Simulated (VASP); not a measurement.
Input of a VASP 6.6.1 run:

File POSCAR:

```
PtS2
1.0
    3.5526415781      0.0000000000      0.0000000000
   -1.7763207890      3.0766778572      0.0000000000
    0.0000000000      0.0000000000      5.1227110621
Pt S
1 2
Direct
    0.0000000000      0.0000000000      0.0000000000
    0.3333333333      0.6666666667      0.2392599767
    0.6666666667      0.3333333333      0.7607400233
```

The input INCAR.step1:

```
PREC = Accurate ; ENCUT = 520
ISMEAR = 0 ; SIGMA = 0.01
LREAL = False ; LASPH = True
NELM = 60 ; NBANDS = 18
GGA = PE ; ALGO = Normal
EDIFF = 1E-4 ; LWAVE = True
LCHARG = False
```

Contents of INCAR.step2:

```
PREC = Accurate ; ENCUT = 520
EDIFF = 1E-6 ; ISMEAR = 0
SIGMA = 0.01 ; LREAL = False
LASPH = True ; NELM = 60
ALGO = Normal ; ISIF = 2
LWAVE = False ; LCHARG = False
METAGGA = R2SCAN ; LMIXTAU = True
NBANDS = 18 ; ISTART = 1
```

Contents of KPOINTS:

```
regular mesh
0
Gamma
  12 12 6
```

Potentials or basis: VASP PAW PBE potentials, release 64 (Pt, S).

Command:

```bash
$ cat potpaw_PBE.64/Pt/POTCAR potpaw_PBE.64/S/POTCAR > POTCAR
$ cp INCAR.step1 INCAR
$ mpirun -np 1 vasp_std > vasp.out
$ cp INCAR.step2 INCAR
$ mpirun -np 1 vasp_std > vasp.out
```

Task: Predict the pressure.

Result: 1.2 GPa.

Task: Estimate the largest force.

Result: 0.049 eV/Å.

Task: Estimate the band gap on the k mesh.

Result: 0.87 eV (least direct gap 1.14 eV).

Forces in eV/Å, atoms in the order of the input:
```
Pt   0.000  0.000  0.000
S    0.000  0.000 -0.049
S    0.000  0.000  0.049
```

Caveat: the PAW data sets were made with another functional, which shifts forces and pressure a little; spin-orbit coupling is left out, which moves the levels of the heavy elements. A k mesh can miss the band edges.
